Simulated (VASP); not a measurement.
# CsPbBr3 in VASP: settings compared

CsPbBr3 is run at these levels: PBEsol, PBE, r2SCAN; tasks: relaxation of the atoms, single point.

All numbers are computed with VASP 6.6.1; they aren't measurements. Logs are shortened: lines on timing, memory, paths and dates and some standing lists are left out, and cuts for length are marked.

## 1. The cell of the first run

It takes space group P4/mmm (No. 123, tetragonal). Conventional cell: a = 5.635 Å, b = 5.635 Å, c = 5.870 Å, α = 90.00°, β = 90.00°, γ = 90.00°. Pb (site symmetry 4/mmm) has 6 Br at 2.82 to 2.94 Å within 3.7 Å. Within 5.2 Å of Cs (site symmetry 4/mmm) lie 12 Br at 3.98 to 4.07 Å and 8 Pb at 4.95 Å. Within 4.1 Å of Br (site symmetry 4/mmm) lie 2 Pb at 2.94 Å and 4 Cs at 3.98 Å and 8 Br at 4.07 Å. Within 3.7 Å of Br (site symmetry mmm) lie 2 Pb at 2.82 Å.

## 2. Relaxation of the atoms, PBEsol

INCAR reads:

```
SYSTEM = CsPbBr3
ALGO     = Normal         ! electronic algorithm
EDIFF    = 1E-7           ! SCF threshold, eV
EDIFFG   = -0.01          ! ionic threshold
ENCUT    = 450            ! plane-wave cutoff, eV
GGA      = PS             ! functional
GGA_COMPAT= .False.      
IBRION   = 2              ! ionic algorithm
ISIF     = 2              ! what is computed and relaxed
ISMEAR   = -1             ! smearing method
LASPH    = .True.         ! aspherical terms in the spheres
LCHARG   = .False.        ! write CHGCAR
LREAL    = .False.        ! projectors in reciprocal space
LWAVE    = .False.        ! write WAVECAR
NELM     = 120            ! most SCF steps
NELMIN   = 4            
NSW      = 60             ! ionic steps
PREC     = Accurate       ! precision mode
SIGMA    = 0.05           ! smearing width, eV
```

KPOINTS reads:

```
k-points
0
Gamma
  4 4 4
  0 0 0
```

POSCAR reads:

```
CsPbBr3
1.0
    5.6352000000      0.0000000000      0.0000000000
    0.0000000000      5.6352000000      0.0000000000
    0.0000000000      0.0000000000      5.8700000000
Pb Cs Br
1 1 3
Direct
    0.5000000000      0.5000000000      0.5000000000
    0.0000000000      0.0000000000      0.0000000000
    0.5000000000      0.5000000000      0.0000000000
    0.5000000000      0.0000000000      0.5000000000
    0.0000000000      0.5000000000      0.5000000000
```

Potentials or basis: VASP PAW PBE potentials, release 64 (Pb_d, Cs_sv, Br).

Launch:

```console
> cat potpaw_PBE.64/Pb_d/POTCAR potpaw_PBE.64/Cs_sv/POTCAR potpaw_PBE.64/Br/POTCAR > POTCAR
> mpirun -np 1 vasp_std > vasp.out
```

OUTCAR:

```text
SYSTEM = CsPbBr3
   EDIFF = 1E-7
   EDIFFG = -0.01
   ENCUT = 450
   GGA = PS
   IBRION = 2
   ISIF = 2
   ISMEAR = -1
   LASPH = .True.
   LREAL = .False.
   NELM = 120
   NELMIN = 4
   NSW = 60
   PREC = Accurate

 ion  position               nearest neighbor table
   1  0.500  0.500  0.500-   4 2.82   5 2.82   4 2.82   5 2.82   3 2.94   3 2.94
   2  0.000  0.000  0.000-
   3  0.500  0.500  0.000-   1 2.94   1 2.94
   4  0.500  0.000  0.500-   1 2.82   1 2.82
   5  0.000  0.500  0.500-   1 2.82   1 2.82

  LATTYP: Found a simple tetragonal cell.
 ALAT       =     5.6352000000
 C/A-ratio  =     1.0416666667

  Lattice vectors:

 A1 = (   5.6352000000,   0.0000000000,   0.0000000000)
 A2 = (   0.0000000000,   5.6352000000,   0.0000000000)
 A3 = (   0.0000000000,   0.0000000000,   5.8700000000)

Analysis of symmetry for initial positions (statically):
=====================================================================
 Subroutine PRICEL returns:
 Original cell was already a primitive cell.

 Routine SETGRP: Setting up the symmetry group for a
 simple tetragonal supercell.

 Subroutine GETGRP returns: Found 16 space group operations
 (whereof 16 operations were pure point group operations)
 out of a pool of 16 trial point group operations.

The static configuration has the point symmetry D_4h.

Analysis of symmetry for dynamics (positions and initial velocities):
=====================================================================
 Subroutine PRICEL returns:
 Original cell was already a primitive cell.

 Routine SETGRP: Setting up the symmetry group for a
 simple tetragonal supercell.

 Subroutine GETGRP returns: Found 16 space group operations
 (whereof 16 operations were pure point group operations)
 out of a pool of 16 trial point group operations.

The dynamic configuration has the point symmetry D_4h.

 Subroutine INISYM returns: Found 16 space group operations
 (whereof 16 operations are pure point group operations),
 and found     1 'primitive' translations

----------------------------------------------------------------------------------------

                                     Primitive cell

  volume of cell :     186.4047

  direct lattice vectors                    reciprocal lattice vectors
     5.635200000  0.000000000  0.000000000     0.177455991  0.000000000  0.000000000
[... 86 lines left out ...]
   LREAL  =      F    real-space projection
   EDIFFG = -.1E-01   stopping-criterion for IOM
   NSW    =     60    number of steps for IOM
   IBRION =      2    ionic relax: 0-MD 1-quasi-New 2-CG
   NFREE  =      1    steps in history (QN), initial steepest desc. (CG)
   ISIF   =      2    stress and relaxation
   ISYM   =      2    0-nonsym 1-usesym 2-fastsym
   POTIM  = 0.5000    time-step for ionic-motion
   TEBEG  =    0.0;   TEEND  =   0.0 temperature during run
   PSTRESS=    0.0 pullay stress
   NELECT =      44.0000    total number of electrons
   NUPDOWN=      -1.0000    fix difference up-down
   EMIN   =  10.00;   EMAX   =-10.00  energy-range for DOS
   EFERMI =   0.00;   METHOD = LEGACY
   ISMEAR =    -1;   SIGMA  =   0.05  broadening in eV -4-tet -1-fermi 0-gaus
   EFERMI_NEDOS =   21; number of points for ismear=-14 and -15
   IALGO  =     38    algorithm
   IMIX   =      4    mixing-type and parameters
     AMIX     =   0.40;   BMIX     =  1.00
     AMIX_MAG =   1.60;   BMIX_MAG =  1.00
  volume/ion in A,a.u.               =      37.28       251.58
  Fermi-wavevector in a.u.,A,eV,Ry     =   1.011751  1.911931 13.927458  1.023639
  Thomas-Fermi vector in A             =   2.144819
   LORBIT       =      0    0 simple, 1 ext, 2 COOP (PROOUT), +10 PAW based schemes
   GGA     = PS    functional components
   LHFCALC =     F    Hartree Fock is set to
   AEXX    =    0.0000 exact exchange contribution
   IVDW    =     0    specifies the selected vdW correction
   LEPSILON=     F    determine dielectric tensor
   LRPA    =     F    only Hartree local field effects (RPA)
 conjugate gradient relaxation of ions
 non-spin polarized calculation
  energy-cutoff  :      450.00
  volume of cell :      186.40
 maximum number of plane-waves:      4066
 NGX is ok and might be reduce to    40
   NGX = 19   NGY = 19   NGZ = 21

 number of electron      44.0000004 magnetization

 Free energy of the ion-electron system (eV)
  ---------------------------------------------------
  ext. energy  EPLUGINS =         0.00000000
  ---------------------------------------------------
  free energy    TOTEN  =       -16.61556551 eV

  energy without entropy =      -16.61555606  energy(sigma->0) =      -16.61556079

 E-fermi :   2.6637     XC(G=0):  -8.1777

 val. band max:        2.2636985449   @ k =   0.5000   0.5000   0.5000
 cond. band min:       3.0639760716   @ k =   0.5000   0.5000   0.5000
 fundamental gap:      0.8002775267
 Fermi energy:         2.6636945944

 k-point     1 :       0.0000    0.0000    0.0000
  band No.  band energies     occupation
      1     -19.6460      2.00000
      2     -15.0920      2.00000
      3     -15.0145      2.00000
      4     -14.7750      2.00000
      5     -14.7750      2.00000
      6     -14.7694      2.00000
[... 511 lines left out ...]
     25       3.3841      0.00000
     26       6.1370      0.00000

------------------------ aborting loop because EDIFF is reached ----------------------------------------

  FORCE on cell =-STRESS in cart. coord.  units (eV):
  Direction    XX          YY          ZZ          XY          YZ          ZX
  --------------------------------------------------------------------------------------
  -------------------------------------------------------------------------------------
  Total        3.8442825      3.8442825      0.8490033      0.0000000     -0.0000000      0.0000000
  in kB       33.0422117     33.0422117      7.2973164      0.0000000     -0.0000000      0.0000000
  external PRESSURE =      24.4605799 kB  Pullay stress =       0.0000000 kB

 VOLUME and BASIS-vectors are now :
 -----------------------------------------------------------------------------
  energy-cutoff  :      450.00
  volume of cell :      186.40
      direct lattice vectors                 reciprocal lattice vectors
     5.635200000  0.000000000  0.000000000     0.177455991  0.000000000  0.000000000
     0.000000000  5.635200000  0.000000000     0.000000000  0.177455991  0.000000000
     0.000000000  0.000000000  5.870000000     0.000000000  0.000000000  0.170357751

 POSITION                                       TOTAL-FORCE (eV/Angst)
 -----------------------------------------------------------------------------------
      2.81760      2.81760      2.93500         0.000000      0.000000      0.000000
      0.00000      0.00000      0.00000         0.000000      0.000000      0.000000
      2.81760      2.81760      0.00000         0.000000      0.000000      0.000000
      2.81760      0.00000      2.93500         0.000000      0.000000      0.000000
      0.00000      2.81760      2.93500         0.000000      0.000000      0.000000
 -----------------------------------------------------------------------------------
    total drift:                                0.000000      0.000000     -0.000000

  FREE ENERGIE OF THE ION-ELECTRON SYSTEM (eV)
  ---------------------------------------------------
  free  energy   TOTEN  =       -16.6155655140 eV

  energy  without entropy=      -16.6155560573  energy(sigma->0) =      -16.61556079

 reached required accuracy - stopping structural energy minimisation
```

Run time: 42 s. Hardware: 1 thread of AMD EPYC 9R45 (Zen 5), shared host; peak memory 0.25 GiB.

Results:

```
Free energy             : -16.6156 eV
Pressure after relaxing : 2.4 GPa
Band gap on the k mesh  : 0.80 eV
```

Stress tensor (GPa, compression positive):
```
3.30 0.00 0.00
0.00 3.30 0.00
0.00 0.00 0.73
```

Final structure:
```yaml
crystal:
  lattice:
    - [5.63520, 0.00000, 0.00000]
    - [0.00000, 5.63520, 0.00000]
    - [0.00000, 0.00000, 5.87000]
  atoms:
    - { symbol: Pb, position: [0.50000, 0.50000, 0.50000] }
    - { symbol: Cs, position: [0.00000, 0.00000, 0.00000] }
    - { symbol: Br, position: [0.50000, 0.50000, 0.00000] }
    - { symbol: Br, position: [0.50000, 0.00000, 0.50000] }
    - { symbol: Br, position: [0.00000, 0.50000, 0.50000] }
```

Caveat: the PAW data sets were made with another functional, which shifts forces and pressure a little; spin-orbit coupling is left out, which moves the levels of the heavy elements.

## 3. Single point, PBE

This run uses another cell than the first one, of 43.17 Å³/atom.

INCAR reads:

```
  ALGO = Normal
  EDIFF = 1E-6
  ENCUT = 520
  GGA = PE
  ISIF = 2
  ISMEAR = -1
  LASPH = True
  LCHARG = False
  LREAL = False
  LWAVE = False
  NBANDS = 30
  NELM = 100
  PREC = Accurate
  SIGMA = 0.05
```

KPOINTS reads:

```
k-points
0
Gamma
  5 5 5
```

POSCAR, as its differences from that of step 2:

```diff
@@ -2,5 +2,5 @@
 1.0
-    5.6352000000      0.0000000000      0.0000000000
-    0.0000000000      5.6352000000      0.0000000000
-    0.0000000000      0.0000000000      5.8700000000
+    5.9987558340      0.0000000000      0.0000000000
+    0.0000000000      5.9987558340      0.0000000000
+    0.0000000000      0.0000000000      5.9987558340
 Pb Cs Br
```

Potentials or basis: VASP PAW PBE potentials, release 64 (Pb_d, Cs_sv, Br).

Launch:

```console
> cat potpaw_PBE.64/Pb_d/POTCAR potpaw_PBE.64/Cs_sv/POTCAR potpaw_PBE.64/Br/POTCAR > POTCAR
> mpirun -np 1 vasp_std > vasp.out
```

It took 3.8 min on 1 thread of Intel Xeon 8259CL, shared host; peak memory 0.35 GiB.

Results (log left out):

* Free energy: -15.9061 eV
* Pressure: 0.0 GPa
* Band gap on the k mesh: 2.74 eV

Levels at points of the mesh, in eV from the valence-band top:
| k point | band 19 | band 20 | band 21 | band 22 | band 23 | band 24 | band 25 | band 26 |
| --- | --- | --- | --- | --- | --- | --- | --- | --- |
| (0.00, 0.00, 0.00) | -1.21 | -1.12 | -1.12 | -1.12 | 3.82 | 5.02 | 5.02 | 5.75 |

Caveat: spin-orbit coupling is left out, which moves the levels of the heavy elements; an odd mesh through Γ misses points on the zone boundary, where band edges can lie.

## 4. Single point, r2SCAN

This run uses another cell than the first one, of 41.76 Å³/atom.

POSCAR, as its differences from that of step 3:

```diff
@@ -2,5 +2,5 @@
 1.0
-    5.9987558340      0.0000000000      0.0000000000
-    0.0000000000      5.9987558340      0.0000000000
-    0.0000000000      0.0000000000      5.9987558340
+    5.9324687798      0.0000000000      0.0000000000
+    0.0000000000      5.9324687798      0.0000000000
+    0.0000000000      0.0000000000      5.9324687798
 Pb Cs Br
```

INCAR.step1 reads:

```
ALGO = Normal
EDIFF = 1E-4
ENCUT = 520
GGA = PE
ISMEAR = -1
LASPH = True
LCHARG = False
LREAL = False
LWAVE = True
NBANDS = 30
NELM = 60
PREC = Accurate
SIGMA = 0.05
```

INCAR.step2 reads:

```
ALGO = Normal
EDIFF = 1E-7
ENCUT = 520
ISIF = 2
ISMEAR = -1
ISTART = 1
LASPH = True
LCHARG = False
LMIXTAU = True
LREAL = False
LWAVE = False
METAGGA = R2SCAN
NBANDS = 30
NELM = 60
PREC = Accurate
SIGMA = 0.05
```

KPOINTS is that of step 3.

Potentials or basis: VASP PAW PBE potentials, release 64 (Pb_d, Cs_sv, Br).

Launch:

```console
> cat potpaw_PBE.64/Pb_d/POTCAR potpaw_PBE.64/Cs_sv/POTCAR potpaw_PBE.64/Br/POTCAR > POTCAR
> cp INCAR.step1 INCAR
> mpirun -np 1 vasp_std > vasp.out
> cp INCAR.step2 INCAR
> mpirun -np 1 vasp_std > vasp.out
```

OUTCAR:

```text
EDIFF = 1E-7
   ENCUT = 520
   ISIF = 2
   ISMEAR = -1
   ISTART = 1
   LASPH = True
   LREAL = False
   METAGGA = R2SCAN
   NELM = 60
   PREC = Accurate

 ion  position               nearest neighbor table
   1  0.500  0.500  0.500-   3 2.97   4 2.97   5 2.97   3 2.97   4 2.97   5 2.97
   2  0.000  0.000  0.000-
   3  0.500  0.500  0.000-   1 2.97   1 2.97
   4  0.500  0.000  0.500-   1 2.97   1 2.97
   5  0.000  0.500  0.500-   1 2.97   1 2.97

  LATTYP: Found a simple cubic cell.
 ALAT       =     5.9324687798

  Lattice vectors:

 A1 = (   5.9324687798,   0.0000000000,   0.0000000000)
 A2 = (   0.0000000000,   5.9324687798,   0.0000000000)
 A3 = (   0.0000000000,   0.0000000000,   5.9324687798)

Analysis of symmetry for initial positions (statically):
=====================================================================
 Subroutine PRICEL returns:
 Original cell was already a primitive cell.

 Routine SETGRP: Setting up the symmetry group for a
 simple cubic supercell.

 Subroutine GETGRP returns: Found 48 space group operations
[... 155 lines left out ...]

 E-fermi :   1.2140     XC(G=0):  -7.8992

 val. band max:        0.1403763581   @ k =   0.4000   0.4000   0.4000
 cond. band min:       3.1891330577   @ k =   0.4000   0.4000   0.4000
 fundamental gap:      3.0487566995
 Fermi energy:         1.2139528335

 k-point     1 :       0.0000    0.0000    0.0000
  band No.  band energies     occupation
      1     -21.2737      2.00000
      2     -16.6332      2.00000
      3     -16.6332      2.00000
      4     -16.4848      2.00000
      5     -16.4848      2.00000
      6     -16.4848      2.00000
[... 319 lines left out ...]
     29       6.6470      0.00000
     30       7.5968      0.00000

------------------------ aborting loop because EDIFF is reached ----------------------------------------

  FORCE on cell =-STRESS in cart. coord.  units (eV):
  Direction    XX          YY          ZZ          XY          YZ          ZX
  --------------------------------------------------------------------------------------
  -------------------------------------------------------------------------------------
  Total        0.0204289      0.0204289      0.0204289      0.0000000      0.0000000     -0.0000000
  in kB        0.1567654      0.1567654      0.1567654      0.0000000      0.0000000     -0.0000000
  external PRESSURE =       0.1567654 kB  Pullay stress =       0.0000000 kB

 VOLUME and BASIS-vectors are now :
 -----------------------------------------------------------------------------
  energy-cutoff  :      520.00
  volume of cell :      208.79
      direct lattice vectors                 reciprocal lattice vectors
     5.932468780  0.000000000  0.000000000     0.168563888  0.000000000  0.000000000
     0.000000000  5.932468780  0.000000000     0.000000000  0.168563888  0.000000000
     0.000000000  0.000000000  5.932468780     0.000000000  0.000000000  0.168563888

 POSITION                                       TOTAL-FORCE (eV/Angst)
 -----------------------------------------------------------------------------------
      2.96623      2.96623      2.96623         0.000000      0.000000      0.000000
      0.00000      0.00000      0.00000         0.000000      0.000000      0.000000
      2.96623      2.96623      0.00000         0.000000      0.000000      0.000000
      2.96623      0.00000      2.96623         0.000000      0.000000      0.000000
      0.00000      2.96623      2.96623         0.000000      0.000000      0.000000
 -----------------------------------------------------------------------------------
    total drift:                                0.000000     -0.000000     -0.000000

  FREE ENERGIE OF THE ION-ELECTRON SYSTEM (eV)
  ---------------------------------------------------
  free  energy   TOTEN  =      -128.4887289748 eV

  energy  without entropy=     -128.4887289747  energy(sigma->0) =     -128.48872897
```

OUTCAR.step1:

```text
EDIFF = 1E-4
   ENCUT = 520
   GGA = PE
   ISMEAR = -1
   LASPH = True
   LREAL = False
[... 544 lines left out ...]
      2.96623      2.96623      0.00000         0.000000      0.000000      0.000000
      2.96623      0.00000      2.96623         0.000000      0.000000      0.000000
      0.00000      2.96623      2.96623         0.000000      0.000000      0.000000
 -----------------------------------------------------------------------------------
    total drift:                                0.000000     -0.000000     -0.000000

  FREE ENERGIE OF THE ION-ELECTRON SYSTEM (eV)
  ---------------------------------------------------
  free  energy   TOTEN  =       -15.8913261433 eV

  energy  without entropy=      -15.8913261433  energy(sigma->0) =      -15.89132614
```

OSZICAR.step1:

```text
N       E                     dE             d eps       ncg     rms          rms(c)
DAV:   1     0.396875906060E+03    0.39688E+03   -0.18602E+04   600   0.130E+03
DAV:   2     0.292201161972E+02   -0.36766E+03   -0.35244E+03   732   0.298E+02
DAV:   3    -0.148903787179E+02   -0.44110E+02   -0.43797E+02   732   0.111E+02
DAV:   4    -0.164560826338E+02   -0.15657E+01   -0.15622E+01   768   0.285E+01
DAV:   5    -0.164957966694E+02   -0.39714E-01   -0.39701E-01   762   0.379E+00    0.413E+00
DAV:   6    -0.159283939592E+02    0.56740E+00   -0.89947E-01   916   0.937E+00    0.239E+00
DAV:   7    -0.158815041010E+02    0.46890E-01   -0.48163E-01   924   0.368E+00    0.102E+00
DAV:   8    -0.158913622661E+02   -0.98582E-02   -0.58825E-02   756   0.192E+00    0.187E-01
DAV:   9    -0.158909098544E+02    0.45241E-03   -0.83992E-03   900   0.711E-01    0.103E-01
DAV:  10    -0.158912381571E+02   -0.32830E-03   -0.10196E-03   700   0.157E-01    0.484E-02
DAV:  11    -0.158913261433E+02   -0.87986E-04   -0.19996E-04   602   0.107E-01
   1 F= -.15891326E+02 E0= -.15891326E+02  d E =-.250068E-10
```

Run time: 16 min. Hardware: 1 thread of Intel Xeon 8259CL, shared host; peak memory 0.4 GiB.

What came out:

```yaml
Free_energy: -128.4887 eV
Pressure: 0.0 GPa
Band_gap_on_the_k_mesh: 3.05 eV
```

Levels at points of the mesh, in eV from the valence-band top:
| k point | band 18 | band 19 | band 20 | band 21 | band 22 | band 23 | band 24 | band 25 | band 26 | band 27 |
| --- | --- | --- | --- | --- | --- | --- | --- | --- | --- | --- |
| (0.00, 0.00, 0.00) | -1.55 | -1.55 | -1.44 | -1.44 | -1.44 | 4.20 | 5.23 | 5.23 | 6.06 | 6.06 |

Caveat: the PAW data sets were made with another functional, which shifts forces and pressure a little; spin-orbit coupling is left out, which moves the levels of the heavy elements; an odd mesh through Γ misses points on the zone boundary, where band edges can lie. r2SCAN opens gaps a little over a GGA but as a rule still falls short of measured ones.

## 5. The runs side by side

```tsv
task	level	cell	k mesh	cutoff (eV)	gap on the mesh (eV)	pressure (GPa)
relaxation of the atoms	PBEsol	atoms relaxed from a = 5.635, b = 5.635, c = 5.870 Å, 5 atoms	4 × 4 × 4	450	0.80	2.4
single point	PBE	a = 5.999 Å, 5 atoms	5 × 5 × 5	520	2.74	0.0
single point	r2SCAN	a = 5.932 Å, 5 atoms	5 × 5 × 5	520	3.05	0.0
```

Alike in all rows: potentials or basis VASP PAW PBE potentials, release 64 (Pb_d, Cs_sv, Br); no spin polarisation; smearing fermi-dirac 0.05 eV.

Caveats: spin-orbit coupling is left out, which moves the levels of the heavy elements; the PAW data sets were made with another functional, which shifts forces and pressure a little (at least some runs); an odd mesh through Γ misses points on the zone boundary, where band edges can lie (at least some runs).

Absolute energies hang on the potentials; compare differences alone.
